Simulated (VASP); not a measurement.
# Al (a cell with a defect) in VASP: a series of runs

Al (a cell with a defect) is run at these levels: PBE; tasks: single point.

Program: VASP 6.6.1. These are calculated values, not measurements. Logs are shortened: lines on timing, memory, paths and dates and some standing lists are left out, and cuts for length are marked.

### 1 The cell of the first run

The cell holds a defect, 31 atoms: a = 8.100 Å, b = 8.100 Å, c = 8.100 Å, α = 90.00°, β = 90.00°, γ = 90.00°.

### 2 Single point, PBE

INCAR reads:

```
SYSTEM = Al
ALGO = Normal ; EDIFF = 1E-7
ENCUT = 520 ; GGA = PE
ISIF = 2 ; ISMEAR = 0
LASPH = .TRUE. ; LCHARG = .FALSE.
LREAL = Auto ; LWAVE = .FALSE.
NBANDS = 68 ; NELM = 80
PREC = Accurate ; SIGMA = 0.15
```

KPOINTS reads:

```
k-points
0
G
  3 3 3
  0 0 0
```

POSCAR reads:

```
Al
1.0
    8.1000000000      0.0000000000      0.0000000000
    0.0000000000      8.1000000000      0.0000000000
    0.0000000000      0.0000000000      8.1000000000
Al
31
Direct
    0.7463077778      0.2476101235     -0.0004593827
    0.7479760494     -0.0004986420      0.2468880247
    0.0033639506      0.0026217284     -0.0004528395
    0.3118182716      0.1883911111     -0.0004339506
    0.4976200000      0.4968807407     -0.0004308642
    0.7480335802      0.7522558025     -0.0004480247
    0.2480233333     -0.0066206173      0.2610108642
    0.5068128395      0.2522255556      0.2610007407
    0.7513865432      0.5013903704      0.2503174074
    0.5016275309     -0.0014111111      0.4995523457
    0.7575981481      0.2515785185      0.4995449383
    0.7479523457     -0.0005275309      0.7521922222
    0.0023137037      0.4979146914     -0.0004340741
    0.2526356790      0.7538906173     -0.0004319753
    0.0043577778      0.2512349383      0.2461524691
    0.2490006173      0.4958870370      0.2461858025
    0.5007948148      0.7522755556      0.2468918519
   -0.0045971605      0.0003865432      0.4995492593
    0.2488353086      0.2513458025      0.4995653086
    0.4998280247      0.5048082716      0.4995686420
    0.7497532099      0.7504740741      0.4995459259
    0.2479860494     -0.0065981481      0.7381188889
    0.5068045679      0.2522053086      0.7381138272
    0.7513466667      0.5014053086      0.7487881481
   -0.0011395062      0.7488596296      0.2503359259
   -0.0001788889      0.5003997531      0.4995639506
    0.2486829630      0.7425955556      0.4995812346
    0.0042962963      0.2512372840      0.7529437037
    0.2489841975      0.4958448148      0.7529808642
    0.5007535802      0.7522785185      0.7522322222
   -0.0011534568      0.7488458025      0.7487817284
```

Potentials or basis: VASP PAW PBE potentials, release 64 (Al).

On the command line:

```sh
> cat potpaw_PBE.64/Al/POTCAR > POTCAR
> mpirun -np 1 vasp_std > vasp.out
```

OUTCAR:

```text
SYSTEM = Al
   EDIFF = 1E-7
   ENCUT = 520
   GGA = PE
   ISIF = 2
   ISMEAR = 0
   LASPH = .TRUE.
   LREAL = Auto
   NELM = 80
   PREC = Accurate

 ion  position               nearest neighbor table
   1  0.746  0.248  1.000-   2 2.84  12 2.84   5 2.85  23 2.87   8 2.87   3 2.88  24 2.89   9 2.89
                            28 2.89  15 2.89  13 2.90
   2  0.748  1.000  0.247-  17 2.83   8 2.83   6 2.83   1 2.84  10 2.86  18 2.86  25 2.87  21 2.87
                             3 2.88  11 2.89  15 2.91
   3  0.003  0.003  1.000-  15 2.84  28 2.84  14 2.85   1 2.88   2 2.88  12 2.88  31 2.89  25 2.89
                             6 2.90  22 2.90   7 2.90   4 2.92
   4  0.312  0.188  1.000-   8 2.69  23 2.69  22 2.69   7 2.69   3 2.92   5 2.92  29 3.23  15 3.23
                            16 3.23  28 3.23
   5  0.498  0.497  1.000-  29 2.84  16 2.84   1 2.85  14 2.88  17 2.88  30 2.88  24 2.89   9 2.89
                             6 2.90   8 2.90  23 2.90   4 2.92
   6  0.748  0.752  1.000-  12 2.83  17 2.83   2 2.83  30 2.83  31 2.87  25 2.87  24 2.87   9 2.87
                             3 2.90   5 2.90  13 2.91
   7  0.248  0.993  0.261-   4 2.69  27 2.80  18 2.81  10 2.82  25 2.83  17 2.83  19 2.85  14 2.87
                            15 2.88   3 2.90   8 2.96
   8  0.507  0.252  0.261-   4 2.69  11 2.80  20 2.81  10 2.82   9 2.83   2 2.83  19 2.85   1 2.87
                            16 2.88   5 2.90   7 2.96
   9  0.751  0.501  0.250-   8 2.83  25 2.83  26 2.85  21 2.85  11 2.86  20 2.87  17 2.87   6 2.87
[... 31 lines left out ...]
  25  0.999  0.749  0.250-   7 2.83   9 2.83  26 2.85  21 2.85  27 2.86  18 2.87   2 2.87   6 2.87
                            13 2.87  16 2.88   3 2.89  14 2.89
  26  1.000  0.500  0.500-  11 2.81  27 2.81  31 2.85   9 2.85  25 2.85  24 2.85  19 2.85  21 2.86
                            28 2.88  16 2.88  15 2.88  29 2.88
  27  0.249  0.743  0.500-  20 2.80  22 2.80   7 2.80  26 2.81  31 2.86  25 2.86  16 2.86  29 2.86
                            30 2.89  17 2.89  10 2.92  18 2.93
  28  0.004  0.251  0.753-  29 2.80  13 2.83   3 2.84  19 2.85  11 2.86  22 2.88  26 2.88  24 2.88
                            18 2.89   1 2.89  12 2.91   4 3.23
  29  0.249  0.496  0.753-  28 2.80  13 2.83   5 2.84  19 2.85  27 2.86  23 2.88  26 2.88  31 2.88
                            20 2.89  14 2.89  30 2.91   4 3.23
  30  0.501  0.752  0.752-  12 2.83  22 2.83   6 2.83  14 2.84  10 2.86  20 2.86  24 2.87  21 2.87
                             5 2.88  27 2.89  29 2.91
  31  0.999  0.749  0.749-  22 2.83  24 2.83  26 2.85  21 2.85  27 2.86  18 2.87  12 2.87   6 2.87
                            13 2.87  29 2.88   3 2.89  14 2.89

  LATTYP: Found a simple cubic cell.
 ALAT       =     8.1000000000

  Lattice vectors:

 A1 = (   8.1000000000,   0.0000000000,   0.0000000000)
 A2 = (   0.0000000000,   8.1000000000,   0.0000000000)
 A3 = (   0.0000000000,   0.0000000000,   8.1000000000)

Analysis of symmetry for initial positions (statically):
=====================================================================
 Subroutine PRICEL returns:
 Original cell was already a primitive cell.

 Routine SETGRP: Setting up the symmetry group for a
[... 184 lines left out ...]
   IALGO  =     38    algorithm
   IMIX   =      4    mixing-type and parameters
     AMIX     =   0.40;   BMIX     =  1.00
     AMIX_MAG =   1.60;   BMIX_MAG =  1.00
  volume/ion in A,a.u.               =      17.14       115.69
  Fermi-wavevector in a.u.,A,eV,Ry     =   0.915695  1.730412 11.408446  0.838497
  Thomas-Fermi vector in A             =   2.040466
   LORBIT       =      0    0 simple, 1 ext, 2 COOP (PROOUT), +10 PAW based schemes
   GGA     = PE    functional components
   LHFCALC =     F    Hartree Fock is set to
   AEXX    =    0.0000 exact exchange contribution
   IVDW    =     0    specifies the selected vdW correction
   LEPSILON=     F    determine dielectric tensor
   LRPA    =     F    only Hartree local field effects (RPA)
 non-spin polarized calculation
 Gauss-broadening in eV      SIGMA  =   0.15
  energy-cutoff  :      520.00
  volume of cell :      531.44
 maximum number of plane-waves:     14358
   NGX = 31   NGY = 31   NGZ = 31

 number of electron      93.0000000 magnetization

 Free energy of the ion-electron system (eV)
  ---------------------------------------------------
  ext. energy  EPLUGINS =         0.00000000
  ---------------------------------------------------
  free energy    TOTEN  =      -115.66410169 eV

  energy without entropy =     -115.54462481  energy(sigma->0) =     -115.60436325

 E-fermi :   7.4653     XC(G=0): -10.0315

 val. band max:        7.4280648550   @ k =  -0.3333  -0.3333   0.3333
 cond. band min:       7.4792709955   @ k =  -0.3333   0.3333   0.3333
 fundamental gap:      0.0512061405
 Fermi energy:         7.4652725522

 k-point     1 :       0.0000    0.0000    0.0000
  band No.  band energies     occupation
      1      -3.3647      2.00000
      2      -1.2498      2.00000
      3      -1.2237      2.00000
      4      -1.1699      2.00000
      5      -1.1660      2.00000
      6      -1.0611      2.00000
[... 843 lines left out ...]
     57       9.2679      0.00000
     58       9.5026      0.00000
 [bands above 58 left out]

------------------------ aborting loop because EDIFF is reached ----------------------------------------

  FORCE on cell =-STRESS in cart. coord.  units (eV):
  Direction    XX          YY          ZZ          XY          YZ          ZX
  --------------------------------------------------------------------------------------
  -------------------------------------------------------------------------------------
  Total       -3.8686001     -3.8690440     -1.3862102      0.4729132      0.0014425     -0.0016821
  in kB      -11.6629754    -11.6643137     -4.1791177      1.4257290      0.0043488     -0.0050711
  external PRESSURE =      -9.1688023 kB  Pullay stress =       0.0000000 kB

 VOLUME and BASIS-vectors are now :
 -----------------------------------------------------------------------------
  energy-cutoff  :      520.00
  volume of cell :      531.44
      direct lattice vectors                 reciprocal lattice vectors
     8.100000000  0.000000000  0.000000000     0.123456790  0.000000000  0.000000000
     0.000000000  8.100000000  0.000000000     0.000000000  0.123456790  0.000000000
     0.000000000  0.000000000  8.100000000     0.000000000  0.000000000  0.123456790

 POSITION                                       TOTAL-FORCE (eV/Angst)
 -----------------------------------------------------------------------------------
      6.04509      2.00564      8.09628         0.002341     -0.007845      0.000660
      6.05861      8.09596      1.99979         0.012231     -0.002174     -0.021784
      0.02725      0.02124      8.09633         0.011850     -0.026483      0.000971
      2.52573      1.52597      8.09649        -0.507544      0.507208      0.001446
      4.03072      4.02473      8.09651         0.025754     -0.012976     -0.000263
      6.05907      6.09327      8.09637         0.009193     -0.009863     -0.000072
[... 23 lines left out ...]
      4.05610      6.09346      6.09308         0.002498     -0.013077      0.023332
      8.09066      6.06565      6.06513         0.014886     -0.014189     -0.003285
 -----------------------------------------------------------------------------------
    total drift:                               -0.017176      0.007169     -0.006290

  FREE ENERGIE OF THE ION-ELECTRON SYSTEM (eV)
  ---------------------------------------------------
  free  energy   TOTEN  =      -115.6641016933 eV

  energy  without entropy=     -115.5446248072  energy(sigma->0) =     -115.60436325
```

OSZICAR:

```text
N       E                     dE             d eps       ncg     rms          rms(c)
DAV:   1     0.123948876188E+03    0.12395E+03   -0.32050E+04  1904   0.109E+03
DAV:   2    -0.102837120311E+03   -0.22679E+03   -0.21228E+03  2260   0.142E+02
DAV:   3    -0.116271239811E+03   -0.13434E+02   -0.12816E+02  2384   0.276E+01
DAV:   4    -0.116568147005E+03   -0.29691E+00   -0.29439E+00  2360   0.445E+00
DAV:   5    -0.116573796226E+03   -0.56492E-02   -0.56431E-02  2344   0.716E-01    0.721E+00
DAV:   6    -0.115954420545E+03    0.61938E+00   -0.75249E-01  2248   0.221E+00    0.426E+00
DAV:   7    -0.115711755226E+03    0.24267E+00   -0.21997E-01  2232   0.132E+00    0.145E+00
DAV:   8    -0.115666523101E+03    0.45232E-01   -0.38140E-02  2304   0.559E-01    0.467E-01
DAV:   9    -0.115664504988E+03    0.20181E-02   -0.31909E-03  2240   0.159E-01    0.314E-01
DAV:  10    -0.115664144573E+03    0.36042E-03   -0.68040E-04  2336   0.671E-02    0.728E-02
DAV:  11    -0.115664104908E+03    0.39665E-04   -0.10962E-04  2328   0.275E-02    0.283E-02
DAV:  12    -0.115664103785E+03    0.11231E-05   -0.13826E-05  2384   0.954E-03    0.110E-02
DAV:  13    -0.115664103338E+03    0.44617E-06   -0.16739E-06  2256   0.358E-03    0.333E-03
DAV:  14    -0.115664102178E+03    0.11608E-05   -0.12260E-07  1440   0.106E-03    0.164E-03
DAV:  15    -0.115664101756E+03    0.42205E-06   -0.48751E-08  1304   0.644E-04    0.485E-04
DAV:  16    -0.115664101693E+03    0.62294E-07   -0.58587E-09  1192   0.269E-04
   1 F= -.11566410E+03 E0= -.11560436E+03  d E =-.119477E+00
```

stdout:

```text
POSCAR found type information on POSCAR Al
 POSCAR found :  1 types and      31 ions
 scaLAPACK will be used
 LDA part: xc-table for (Slater+PW92), standard interpolation
 POSCAR, INCAR and KPOINTS ok, starting setup
 FFT: planning ... GRIDC
 FFT: planning ... GRID_SOFT
 FFT: planning ... GRID
 WAVECAR not read
 entering main loop
```

Wall time 15 min (1 thread of Oxide Virtual Turin-like, shared host); peak memory 0.6 GiB.

What came out:

- Free energy: -115.6641 eV
- Pressure: -0.9 GPa
- Largest force: 0.718 eV/Å

Forces in eV/Å, atoms in the order of the input:
```
Al   0.002 -0.008  0.001
Al   0.012 -0.002 -0.022
Al   0.012 -0.026  0.001
Al  -0.508  0.507  0.001
Al   0.026 -0.013  0.000
Al   0.009 -0.010  0.000
Al   0.050 -0.016 -0.009
Al   0.016 -0.050 -0.008
Al   0.015 -0.014  0.000
Al   0.030 -0.029 -0.001
Al   0.027  0.007  0.001
Al   0.013 -0.002  0.023
Al   0.013 -0.013  0.000
Al   0.006 -0.003  0.000
Al   0.030 -0.020 -0.031
Al   0.019 -0.029 -0.032
Al   0.001 -0.013 -0.022
Al   0.025 -0.025  0.000
Al   0.002  0.000 -0.002
Al   0.026 -0.025  0.000
Al   0.004 -0.003 -0.003
Al   0.049 -0.016  0.009
Al   0.017 -0.050  0.007
Al   0.014 -0.015 -0.002
Al   0.014 -0.015  0.001
Al   0.017 -0.015 -0.002
Al  -0.008 -0.026  0.001
Al   0.030 -0.020  0.035
Al   0.019 -0.029  0.034
Al   0.002 -0.013  0.023
Al   0.015 -0.014 -0.003
```

[end of part 1 of 2]
